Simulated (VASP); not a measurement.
Wanted: the native input for a VASP 6.6.1 run.

```
Task                   : electric field gradients
Functional             : PBE
Potentials or basis    : VASP PAW PBE potentials, release 64 (Li_sv)
Cutoff                 : 520 eV
k mesh                 : 13 × 13 × 13
Occupations            : fermi-dirac, width 0.08 eV
Spin                   : no spin polarisation
Dipole correction      : no
Further INCAR settings : ALGO = Normal; EDIFF = 1e-08; NBANDS = 8
```

The structure of Li lies in POSCAR:

```
Li
1.0
    0.0660600000      2.2350300000      2.2350300000
    2.2350300000      0.0660600000      2.2350300000
    2.2350300000      2.2350300000      0.0660600000
Li
1
Direct
    0.0000000000      0.0000000000      0.0000000000
```

This cell differs from its parent crystal: equal xy, yz and zx shear strains of +3 %.

The input as run:

INCAR

```
PREC = Accurate ; ENCUT = 520
EDIFF = 1E-8 ; ISMEAR = -1
SIGMA = 0.08 ; LREAL = F
LASPH = T ; NELM = 60
ALGO = Normal ; ISIF = 2
LWAVE = F ; LCHARG = F
GGA = PE ; LEFG = T
NBANDS = 8
```

KPOINTS

```
Automatic mesh
0
Gamma
  13 13 13
```

Potentials or basis: VASP PAW PBE potentials, release 64 (Li_sv).

The run is started by

```bash
$ cat potpaw_PBE.64/Li_sv/POTCAR > POTCAR
$ mpirun -np 1 vasp_std > vasp.out
```

It gave:

The band gap on the k mesh is zero (an odd number of electrons rules out a gap without spin polarisation) and the largest electric field gradient by atom is Li -0.26 V/Å².

Caveat: the cell differs from its parent crystal (equal xy, yz and zx shear strains of +3 %); without QUAD_EFG the Cq values of the log hold for a quadrupole moment of 1 mb, not for the nuclei.

Run time: 25 s on 1 thread of Intel Xeon 8259CL, with other jobs on the host, peak memory 0.15 GiB.
